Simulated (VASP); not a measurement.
Wanted: the native input for a VASP 6.6.1 run.

```yaml
Task: single point
Functional: PBEsol
Potentials_or_basis: VASP PAW PBE potentials, release 64 (Hf_pv, B)
Cutoff: 520 eV
k_mesh: 12 × 12 × 9
Occupations: fermi-dirac, width 0.05 eV
Spin: no spin polarisation
Dipole_correction: no
Further_INCAR_settings: ALGO = Normal; EDIFF = 1e-06; NBANDS = 15
```

The structure of HfB2 lies in POSCAR:

```
HfB2
1.0
    3.0351142505      0.0000000000      0.0000000000
   -1.5175571252      2.6284860443      0.0000000000
    0.0000000000      0.0000000000      3.3262108706
Hf B
1 2
Direct
    0.0000000000      0.0000000000      0.0000000000
    0.3333333333      0.6666666667      0.5000000000
    0.6666666667      0.3333333333      0.5000000000
```

The input as run:

INCAR

```
PREC = Accurate ; ENCUT = 520
EDIFF = 1E-6 ; ISMEAR = -1
SIGMA = 0.05 ; LREAL = False
LASPH = True ; NELM = 80
ALGO = Normal ; ISIF = 2
LWAVE = False ; LCHARG = False
GGA = PS ; NBANDS = 15
```

KPOINTS

```
Automatic mesh
0
Gamma
  12 12 9
```

Potentials or basis: VASP PAW PBE potentials, release 64 (Hf_pv, B).

Command:

```sh
$ cat potpaw_PBE.64/Hf_pv/POTCAR potpaw_PBE.64/B/POTCAR > POTCAR
$ mpirun -np 1 vasp_std > vasp.out
```

Results of the run:

```json
{
  "Pressure": "30.5 GPa",
  "Band gap on the k mesh": "zero (band 8 reaches 9.22 eV, above the bottom of band 9 at 7.89 eV)"
}
```

Caveat: the PAW data sets were made with another functional, which shifts forces and pressure a little; spin-orbit coupling is left out, which moves the levels of the heavy elements.

It took 13 s on 1 thread of Intel(R) Xeon(R) 6975P-C (Granite Rapids) (shared host), peak memory 0.16 GiB.
